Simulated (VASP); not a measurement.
# Br (Fm-3m) in VASP: notebook, part 2 of 2

VASP 6.6.1. Earlier steps stand in the parts before.

### Step 4. Single point, PBE

This run uses another cell than the first one, of 26.58 Å³/atom.

The input, INCAR:

```
PREC = Accurate
ENCUT = 520
EDIFF = 1E-6
ISMEAR = -1
SIGMA = 0.02
LREAL = F
LASPH = T
NELM = 100
ALGO = Normal
ISIF = 2
LWAVE = F
LCHARG = F
GGA = PE
NBANDS = 10
```

The input, KPOINTS:

```
regular mesh
0
Gamma
  15 15 15
```

The input, POSCAR:

```
Br
1.0
    0.0000000000      2.3686979015      2.3686979015
    2.3686979015      0.0000000000      2.3686979015
    2.3686979015      2.3686979015      0.0000000000
Br
1
Direct
    0.0000000000      0.0000000000      0.0000000000
```

Potentials or basis: VASP PAW PBE potentials, release 64 (Br).

Run with:

```sh
$ cat potpaw_PBE.64/Br/POTCAR > POTCAR
$ mpirun -np 1 vasp_std > vasp.out
```

OUTCAR:

```text
PREC = Accurate
   ENCUT = 520
   EDIFF = 1E-6
   ISMEAR = -1
   LREAL = F
   LASPH = T
   NELM = 100
   ISIF = 2
   GGA = PE

 ion  position               nearest neighbor table
   1  0.000  0.000  0.000-

  LATTYP: Found a face centered cubic cell.
 ALAT       =     4.7373958030

  Lattice vectors:

 A1 = (   0.0000000000,   2.3686979015,   2.3686979015)
 A2 = (   2.3686979015,   0.0000000000,   2.3686979015)
 A3 = (   2.3686979015,   2.3686979015,   0.0000000000)

Analysis of symmetry for initial positions (statically):
=====================================================================
 Subroutine PRICEL returns:
 Original cell was already a primitive cell.

 Routine SETGRP: Setting up the symmetry group for a
 face centered cubic supercell.

 Subroutine GETGRP returns: Found 48 space group operations
 (whereof 48 operations were pure point group operations)
 out of a pool of 48 trial point group operations.

The static configuration has the point symmetry O_h .

Analysis of symmetry for dynamics (positions and initial velocities):
=====================================================================
 Subroutine PRICEL returns:
 Original cell was already a primitive cell.

 Routine SETGRP: Setting up the symmetry group for a
 face centered cubic supercell.

 Subroutine GETGRP returns: Found 48 space group operations
 (whereof 48 operations were pure point group operations)
 out of a pool of 48 trial point group operations.

The dynamic configuration has the point symmetry O_h .

 Subroutine INISYM returns: Found 48 space group operations
 (whereof 48 operations are pure point group operations),
 and found     1 'primitive' translations

----------------------------------------------------------------------------------------

                                     Primitive cell

[... 104 lines left out ...]
   EFERMI_NEDOS =   21; number of points for ismear=-14 and -15
   IALGO  =     38    algorithm
   IMIX   =      4    mixing-type and parameters
     AMIX     =   0.40;   BMIX     =  1.00
     AMIX_MAG =   1.60;   BMIX_MAG =  1.00
  volume/ion in A,a.u.               =      26.58       179.37
  Fermi-wavevector in a.u.,A,eV,Ry     =   1.049352  1.982988 14.981912  1.101139
  Thomas-Fermi vector in A             =   2.184311
   LORBIT       =      0    0 simple, 1 ext, 2 COOP (PROOUT), +10 PAW based schemes
   GGA     = PE    functional components
   LHFCALC =     F    Hartree Fock is set to
   AEXX    =    0.0000 exact exchange contribution
   IVDW    =     0    specifies the selected vdW correction
   LEPSILON=     F    determine dielectric tensor
   LRPA    =     F    only Hartree local field effects (RPA)
 non-spin polarized calculation
  energy-cutoff  :      520.00
  volume of cell :       26.58
 maximum number of plane-waves:       728
 NGX is ok and might be reduce to    28
   NGX = 13   NGY = 13   NGZ = 13

 number of electron       7.0000001 magnetization

 Free energy of the ion-electron system (eV)
  ---------------------------------------------------
  ext. energy  EPLUGINS =         0.00000000
  ---------------------------------------------------
  free energy    TOTEN  =        -0.97799457 eV

  energy without entropy =       -0.97522462  energy(sigma->0) =       -0.97660959

 E-fermi :   1.4394     XC(G=0):  -9.2740

 val. band max:        1.4372331509   @ k =  -0.3333   0.2000   0.0667
 cond. band min:       1.4433505721   @ k =  -0.1333   0.1333   0.0000
 fundamental gap:      0.0061174212
 Fermi energy:         1.4394012122

 k-point     1 :       0.0000    0.0000    0.0000
  band No.  band energies     occupation
      1     -13.7712      2.00000
      2       2.2976      0.00000
      3       2.2976      0.00000
      4       2.2976      0.00000
      5       9.3937      0.00000
      6      13.9910      0.00000
      7      13.9910      0.00000
      8      13.9910      0.00000
      9      18.1083      0.00000
     10      18.1438      0.00000
[... 287 lines left out ...]
 k-point    24 :       0.2000    0.1333    0.0000
  band No.  band energies     occupation
      1     -13.3676      2.00000
      2       0.5246      2.00000
      3       1.7354      0.00000
      4       1.7854      0.00000
      5      11.1666      0.00000
      6      12.1001      0.00000
      7      14.5563      0.00000
      8      15.2371      0.00000
      9      15.7882      0.00000
     10      18.6040      0.00000

 [... further k-points ...]
[... 5 lines left out ...]
  --------------------------------------------------------------------------------------
  -------------------------------------------------------------------------------------
  Total       -0.0431518     -0.0431518     -0.0431518      0.0000000      0.0000000      0.0000000
  in kB       -2.6010630     -2.6010630     -2.6010630      0.0000000      0.0000000      0.0000000
  external PRESSURE =      -2.6010630 kB  Pullay stress =       0.0000000 kB

 VOLUME and BASIS-vectors are now :
 -----------------------------------------------------------------------------
  energy-cutoff  :      520.00
  volume of cell :       26.58
      direct lattice vectors                 reciprocal lattice vectors
     0.000000000  2.368697902  2.368697902    -0.211086437  0.211086437  0.211086437
     2.368697902  0.000000000  2.368697902     0.211086437 -0.211086437  0.211086437
     2.368697902  2.368697902  0.000000000     0.211086437  0.211086437 -0.211086437

 POSITION                                       TOTAL-FORCE (eV/Angst)
 -----------------------------------------------------------------------------------
      0.00000      0.00000      0.00000        -0.000000     -0.000000     -0.000000
 -----------------------------------------------------------------------------------
    total drift:                                0.000000      0.000000      0.000000

  FREE ENERGIE OF THE ION-ELECTRON SYSTEM (eV)
  ---------------------------------------------------
  free  energy   TOTEN  =        -0.9779945716 eV

  energy  without entropy=       -0.9752246167  energy(sigma->0) =       -0.97660959
```

OSZICAR:

```text
N       E                     dE             d eps       ncg     rms          rms(c)
DAV:   1     0.203705239396E+02    0.20371E+02   -0.29328E+03  2408   0.539E+02
DAV:   2    -0.203825295533E+00   -0.20574E+02   -0.20104E+02  3188   0.959E+01
DAV:   3    -0.975752008644E+00   -0.77193E+00   -0.75727E+00  2860   0.168E+01
DAV:   4    -0.978358621110E+00   -0.26066E-02   -0.26062E-02  2902   0.118E+00
DAV:   5    -0.978365476276E+00   -0.68552E-05   -0.68549E-05  2830   0.600E-02    0.339E+00
DAV:   6    -0.977813040318E+00    0.55244E-03   -0.16357E-03  2734   0.215E-01    0.208E+00
DAV:   7    -0.978025482624E+00   -0.21244E-03   -0.25190E-03  2646   0.280E-01    0.677E-02
DAV:   8    -0.977993224935E+00    0.32258E-04   -0.16394E-04  2704   0.598E-02    0.787E-03
DAV:   9    -0.977994249771E+00   -0.10248E-05   -0.28704E-06  2796   0.127E-02    0.304E-03
DAV:  10    -0.977994571573E+00   -0.32180E-06   -0.47209E-07  2504   0.479E-03
   1 F= -.97799457E+00 E0= -.97660959E+00  d E =-.276995E-02
```

It took 25 s on 1 thread of Intel Xeon Platinum 8259CL at 2.50GHz (Skylake/Cascade Lake), shared host; peak memory 0.17 GiB.

What came out:

```yaml
Free_energy: -0.9780 eV
Pressure: -0.3 GPa
Band_gap_on_the_k_mesh: zero (an odd number of electrons rules out a gap without spin polarisation)
```

Levels at points of the mesh, in eV from the Fermi level:
| k point | band 1 | band 2 | band 3 | band 4 | band 5 | band 6 | band 7 | band 8 |
| --- | --- | --- | --- | --- | --- | --- | --- | --- |
| (0.00, 0.00, 0.00) | -15.21 | 0.86 | 0.86 | 0.86 | 7.95 | 12.55 | 12.55 | 12.55 |

Caveat: an odd number of electrons without spin polarisation forces a metal; a magnetic or distorted state may lie lower.

### Step 5. Summary

```csv
cell,gap on the mesh (eV),pressure (GPa)
"a = 3.328 Å, angles 60.0°, 1 atom",none,0.3
"a = 3.339 Å, angles 60.0°, 1 atom",none,0.0
"a = 3.350 Å, angles 60.0°, 1 atom",none,-0.3
```

Alike in all rows: task single point; level PBE; potentials or basis VASP PAW PBE potentials, release 64 (Br); no spin polarisation; k mesh 15 × 15 × 15; cutoff (eV) 520; smearing fermi-dirac 0.02 eV.

Caveats: an odd number of electrons without spin polarisation forces a metal; a magnetic or distorted state may lie lower.

Total energies depend on the potentials used, so only differences within one code and one set of settings carry meaning.
